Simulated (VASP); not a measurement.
# TaMo3 (P4/mmm) in VASP: further runs, part 2 of 2

VASP 6.6.1.

## Step 4: Relaxation of cell and atoms, PBE

INCAR

```
SYSTEM = TaMo3
ALGO = Fast
EDIFF = 1E-6
EDIFFG = -0.04
ENCUT = 600
GGA = PE
IBRION = 2
ISIF = 3
ISMEAR = 0
LASPH = .True.
LCHARG = .False.
LREAL = .False.
LWAVE = .False.
NELM = 80
NSW = 90
PREC = Accurate
SIGMA = 0.1
```

KPOINTS

```
k-points
0
Gamma
  4 4 6
  0 0 0
```

POSCAR

```
TaMo3
1.0
    4.5193478689      0.0000000000      0.0000000000
    0.0000000000      4.5193478689      0.0000000000
    0.0000000000      0.0000000000      3.1960333608
Ta Mo
1 3
Direct
    0.5000000000      0.5000000000      0.0000000000
    0.0000000000      0.0000000000      0.0000000000
    0.5000000000      0.0000000000      0.5000000000
    0.0000000000      0.5000000000      0.5000000000
```

Potentials or basis: VASP PAW PBE potentials, release 64 (Ta_pv, Mo_sv).

On the command line:

```bash
$ cat potpaw_PBE.64/Ta_pv/POTCAR potpaw_PBE.64/Mo_sv/POTCAR > POTCAR
$ mpirun -np 1 vasp_std > vasp.out
```

OUTCAR:

```text
SYSTEM = TaMo3
   EDIFF = 1E-6
   EDIFFG = -0.04
   ENCUT = 600
   GGA = PE
   IBRION = 2
   ISIF = 3
   ISMEAR = 0
   LASPH = .True.
   LREAL = .False.
   NELM = 80
   NSW = 90
   PREC = Accurate

 ion  position               nearest neighbor table
   1  0.500  0.500  0.000-   3 2.77   4 2.77   3 2.77   4 2.77   3 2.77   3 2.77   4 2.77   4 2.77
                             2 3.20   2 3.20   2 3.20   2 3.20
   2  0.000  0.000  0.000-   3 2.77   4 2.77   3 2.77   4 2.77   4 2.77   4 2.77   3 2.77   3 2.77
                             1 3.20   1 3.20   1 3.20   1 3.20
   3  0.500  0.000  0.500-   1 2.77   2 2.77   1 2.77   2 2.77   1 2.77   1 2.77   2 2.77   2 2.77
                             4 3.20   4 3.20   4 3.20   4 3.20
   4  0.000  0.500  0.500-   1 2.77   2 2.77   1 2.77   2 2.77   2 2.77   2 2.77   1 2.77   1 2.77
                             3 3.20   3 3.20   3 3.20   3 3.20

  LATTYP: Found a simple tetragonal cell.
 ALAT       =     4.5193478689
 C/A-ratio  =     0.7071890577

  Lattice vectors:

 A1 = (   4.5193478689,   0.0000000000,   0.0000000000)
 A2 = (   0.0000000000,   4.5193478689,   0.0000000000)
 A3 = (   0.0000000000,   0.0000000000,   3.1960333608)

Analysis of symmetry for initial positions (statically):
[... 165 lines left out ...]
 maximum number of plane-waves:      2216
   NGX = 19   NGY = 19   NGZ = 13

--------------------------------------- Ionic step        1  -------------------------------------------

 number of electron      53.0000003 magnetization

 Free energy of the ion-electron system (eV)
  ---------------------------------------------------
  ext. energy  EPLUGINS =         0.00000000
  ---------------------------------------------------
  free energy    TOTEN  =       -45.07244221 eV

  energy without entropy =      -45.06140491  energy(sigma->0) =      -45.06692356

------------------------ aborting loop because EDIFF is reached ----------------------------------------

  FORCE on cell =-STRESS in cart. coord.  units (eV):
  Direction    XX          YY          ZZ          XY          YZ          ZX
  --------------------------------------------------------------------------------------
  -------------------------------------------------------------------------------------
  Total       -0.3608778     -0.3608778      0.8747635      0.0000000      0.0000000      0.0000000
  in kB       -8.8574343     -8.8574343     21.4703139      0.0000000      0.0000000      0.0000000
  external PRESSURE =       1.2518151 kB  Pullay stress =       0.0000000 kB
[... 63 lines left out ...]
--------------------------------------- Ionic step        3  -------------------------------------------

 number of electron      53.0000002 magnetization

 Free energy of the ion-electron system (eV)
  ---------------------------------------------------
  ext. energy  EPLUGINS =         0.00000000
  ---------------------------------------------------
  free energy    TOTEN  =       -45.07598944 eV

  energy without entropy =      -45.06534579  energy(sigma->0) =      -45.07066761

 E-fermi :  10.3636     XC(G=0): -13.1370

 val. band max:       10.3343030914   @ k =   0.5000   0.5000   0.0000
 cond. band min:      10.3904214386   @ k =   0.5000   0.2500   0.5000
 fundamental gap:      0.0561183473
 Fermi energy:        10.3635503127

 k-point     1 :       0.0000    0.0000    0.0000
  band No.  band energies     occupation
      1     -50.5191      2.00000
      2     -50.1729      2.00000
      3     -50.1492      2.00000
      4     -25.0517      2.00000
      5     -25.0517      2.00000
      6     -24.6870      2.00000
[... 836 lines left out ...]
  FREE ENERGIE OF THE ION-ELECTRON SYSTEM (eV)
  ---------------------------------------------------
  free  energy   TOTEN  =       -45.0759894415 eV

  energy  without entropy=      -45.0653457861  energy(sigma->0) =      -45.07066761

 reached required accuracy - stopping structural energy minimisation
```

Run time: 1.8 min. Hardware: 1 thread of Intel Xeon 6975P-C, shared host; peak memory 0.22 GiB.

What came out:

| Quantity | Value |
| --- | --- |
| Free energy | -45.0760 eV |
| Relaxed volume | 16.34 Å³/atom |
| Relaxed cell | a = 4.508 Å, b = 4.508 Å, c = 3.216 Å, α = 90.00°, β = 90.00°, γ = 90.00° |
| Space group after relaxing (to 0.05 Å) | P4/mmm (No. 123) |
| Energy gained by relaxing | 0.9 meV/atom |
| Ionic steps | 3 |
| Pressure after relaxing | -0.2 GPa |

The path:
| step | energy change (eV) | largest force (eV/Å) | pressure (GPa) | volume (Å³) |
| --- | --- | --- | --- | --- |
| 1 | 0.0000 | 0.0000 | 0.13 | 65.28 |
| 2 | -0.0017 | 0.0000 | -0.44 | 65.39 |
| 3 | -0.0035 | 0.0000 | -0.22 | 65.35 |

Final structure:
```cif
data_structure
_symmetry_space_group_name_H-M 'P 1'
_symmetry_Int_Tables_number 1
_cell_length_a 4.5080
_cell_length_b 4.5080
_cell_length_c 3.2155
_cell_angle_alpha 90.000
_cell_angle_beta 90.000
_cell_angle_gamma 90.000
_cell_volume 65.35
loop_
_atom_site_label
_atom_site_type_symbol
_atom_site_fract_x
_atom_site_fract_y
_atom_site_fract_z
_atom_site_occupancy
Ta1 Ta 0.50000 0.50000 0.00000 1
Mo1 Mo 0.00000 0.00000 0.00000 1
Mo2 Mo 0.50000 0.00000 0.50000 1
Mo3 Mo 0.00000 0.50000 0.50000 1
```

Caveat: spin-orbit coupling is left out, which moves the levels of the heavy elements.

## Step 5: Single point, PBE, collinear spin, ferromagnetic start

INCAR

```
PREC = Accurate
ENCUT = 520
EDIFF = 1E-6
ISMEAR = 0
SIGMA = 0.1
LREAL = F
LASPH = T
NELM = 150
ALGO = Fast
ISIF = 2
LWAVE = F
LCHARG = F
ISPIN = 2
MAGMOM = 0 1 1 1
LORBIT = 11
LMAXMIX = 4
GGA = PE
NBANDS = 38
```

KPOINTS

```
Automatic mesh
0
Gamma
  4 4 6
```

POSCAR

```
TaMo3
1.0
    4.5048966377      0.0000000000      0.0000000000
    0.0000000000      4.5048966377      0.0000000000
    0.0000000000      0.0000000000      3.2136630130
Ta Mo
1 3
Direct
    0.5000000000      0.5000000000      0.0000000000
    0.0000000000      0.0000000000      0.0000000000
    0.5000000000      0.0000000000      0.5000000000
    0.0000000000      0.5000000000      0.5000000000
```

On the command line:

```bash
$ cat potpaw_PBE.64/Ta_pv/POTCAR potpaw_PBE.64/Mo_sv/POTCAR > POTCAR
$ mpirun -np 1 vasp_std > vasp.out
```

Wall time 88 s (1 thread of Intel Xeon 6975P-C, shared host); peak memory 0.25 GiB.

The run converged. Its results:

```yaml
Free_energy: -45.0752 eV
Pressure: 0.3 GPa
Net_moment: 0.00 μB per cell
Valence_electrons_inside_the_program's_atomic_spheres: Ta 8.96; Mo 12.42, 12.52
```

Levels at points of the mesh, in eV from the Fermi level:
Spin up:
```
           k point  band 23  band 24  band 25  band 26  band 27  band 28  band 29  band 30  band 31  band 32
(0.00, 0.00, 0.00)    -0.70    -0.70    -0.63     1.81     1.81     1.95     1.96     2.27     2.64     3.22
(0.50, 0.00, 0.00)    -1.67    -1.21    -0.88    -0.47    -0.04     0.58     1.30     1.32     1.48     2.02
(0.50, 0.50, 0.00)    -1.74    -0.34    -0.28    -0.27    -0.21    -0.21    -0.03    -0.03     1.05     1.19
(0.00, 0.00, 0.50)    -2.01    -2.01    -1.97    -0.18    -0.18     0.43     0.43     1.24     2.13     2.69
(0.50, 0.00, 0.50)    -2.19    -1.45    -1.39    -1.34    -0.95     1.55     1.59     2.45     2.52     2.64
(0.50, 0.50, 0.50)    -2.51     1.72     1.75     1.75     1.75     1.86     2.11     2.14     2.14     2.59
```
Spin down:
```tsv
k point	band 25	band 26	band 27	band 28	band 29	band 30
(0.00, 0.00, 0.00)	-0.63	1.81	1.81	1.95	1.96	2.27
(0.50, 0.00, 0.00)	-0.88	-0.47	-0.04	0.58	1.30	1.32
(0.50, 0.50, 0.00)	-0.28	-0.27	-0.21	-0.21	-0.03	-0.03
(0.00, 0.00, 0.50)	-1.97	-0.18	-0.18	0.43	0.43	1.24
(0.50, 0.00, 0.50)	-1.39	-1.34	-0.95	1.55	1.59	2.45
(0.50, 0.50, 0.50)	1.75	1.75	1.75	1.86	2.11	2.14
```

Caveat: spin-orbit coupling is left out, which moves the levels of the heavy elements.

## Step 6: Single point, PBE

INCAR

```
SYSTEM = TaMo3
PREC = Accurate
ENCUT = 520
EDIFF = 1E-7
ISMEAR = 0
SIGMA = 0.1
LREAL = .FALSE.
LASPH = .TRUE.
NELM = 100
ALGO = Fast
ISIF = 2
LWAVE = .FALSE.
LCHARG = .FALSE.
GGA = PE
NBANDS = 34
```

KPOINTS

```
Automatic mesh
0
G
  10 10 14
  0 0 0
```

POSCAR

```
TaMo3
1.0
    4.5182802070      0.0000000000      0.0000000000
    0.0000000000      4.5182802070      0.0000000000
    0.0000000000      0.0000000000      3.1961308171
Ta Mo
1 3
Direct
    0.5000000000      0.5000000000      0.0000000000
    0.0000000000      0.0000000000      0.0000000000
    0.5000000000      0.0000000000      0.5000000000
    0.0000000000      0.5000000000      0.5000000000
```

Potentials or basis: VASP PAW PBE potentials, release 64 (Ta_pv, Mo_sv).

On the command line:

```bash
$ cat potpaw_PBE.64/Ta_pv/POTCAR potpaw_PBE.64/Mo_sv/POTCAR > POTCAR
$ mpirun -np 1 vasp_std > vasp.out
```

Run time: 4.6 min. Hardware: 1 thread of Intel Xeon 6975P-C, shared host; peak memory 0.41 GiB.

Results (log left out):

```
Free energy : -45.0908 eV
Pressure    : 0.4 GPa
```

Levels at points of the mesh, in eV from the Fermi level:
```
           k point  band 25  band 26  band 27  band 28  band 29  band 30
(0.00, 0.00, 0.00)    -0.73     1.72     1.72     1.81     1.96     2.14
(0.50, 0.00, 0.00)    -0.95    -0.48    -0.05     0.52     1.26     1.26
(0.50, 0.50, 0.00)    -0.29    -0.28    -0.28    -0.27    -0.04    -0.04
(0.00, 0.00, 0.50)    -1.99    -0.28    -0.28     0.35     0.35     1.16
(0.50, 0.00, 0.50)    -1.41    -1.39    -0.98     1.48     1.52     2.38
(0.50, 0.50, 0.50)     1.72     1.72     1.75     1.82     2.13     2.13
```

Caveat: spin-orbit coupling is left out, which moves the levels of the heavy elements.

## Step 7: Summary

| task | spin | cell | k mesh | cutoff (eV) | gap on the mesh (eV) | pressure (GPa) |
| --- | --- | --- | --- | --- | --- | --- |
| single point | off | a = 4.519, b = 4.519, c = 3.196 Å, 4 atoms | 4 × 4 × 6 | 520 | none | 0.2 |
| single point | off | a = 4.505, b = 4.505, c = 3.214 Å, 4 atoms | 4 × 4 × 6 | 520 | none | 0.4 |
| relaxation of cell and atoms | off | relaxed from a = 4.519, b = 4.519, c = 3.196 Å, 4 atoms | 4 × 4 × 6 | 600 | none | -0.2 |
| single point | collinear, ferromagnetic start | a = 4.505, b = 4.505, c = 3.214 Å, 4 atoms | 4 × 4 × 6 | 520 | none | 0.3 |
| single point | off | a = 4.518, b = 4.518, c = 3.196 Å, 4 atoms | 10 × 10 × 14 | 520 | none | 0.4 |

Alike in all rows: level PBE; potentials or basis VASP PAW PBE potentials, release 64 (Ta_pv, Mo_sv); smearing gaussian 0.1 eV.

Caveats: spin-orbit coupling is left out, which moves the levels of the heavy elements.

Absolute energies hang on the potentials; compare differences alone.
